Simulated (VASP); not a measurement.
The system is Cd.

```
Cd
1.0
     0.00000    2.21815    2.21815
     2.21815    0.00000    2.21815
     2.21815    2.21815    0.00000
Cd
1
Direct
  0.00000 0.00000 0.00000
```

- Program: VASP 6.6.1
- Task: relaxation of cell and atoms
- Functional: PBE
- Potentials or basis: VASP PAW PBE potentials, release 64 (Cd)
- Cutoff: 600 eV
- k mesh: 16 × 16 × 16
- Occupations: gaussian, width 0.1 eV
- Spin: no spin polarisation

At the start: pressure 2.5 GPa; volume 21.83 Å³/atom.

How do energy, volume and symmetry change on relaxing?

Over 3 steps the energy falls by 8.5 meV/atom and the volume is 22.99 Å³/atom (+5.3 %); space group Fm-3m (No. 225, to 0.05 Å).

Step by step:
| step | energy change (eV) | largest force (eV/Å) | pressure (GPa) | volume (Å³) |
| --- | --- | --- | --- | --- |
| 1 | 0.0000 | 0.0000 | 2.49 | 21.83 |
| 2 | -0.0085 | 0.0000 | 0.13 | 22.91 |
| 3 | -0.0085 | 0.0000 | 0.00 | 22.99 |

Final structure:
```
Cd
1.0
     0.00000    2.25685    2.25685
     2.25685    0.00000    2.25685
     2.25685    2.25685    0.00000
Cd
1
Direct
  0.00000 0.00000 0.00000
```
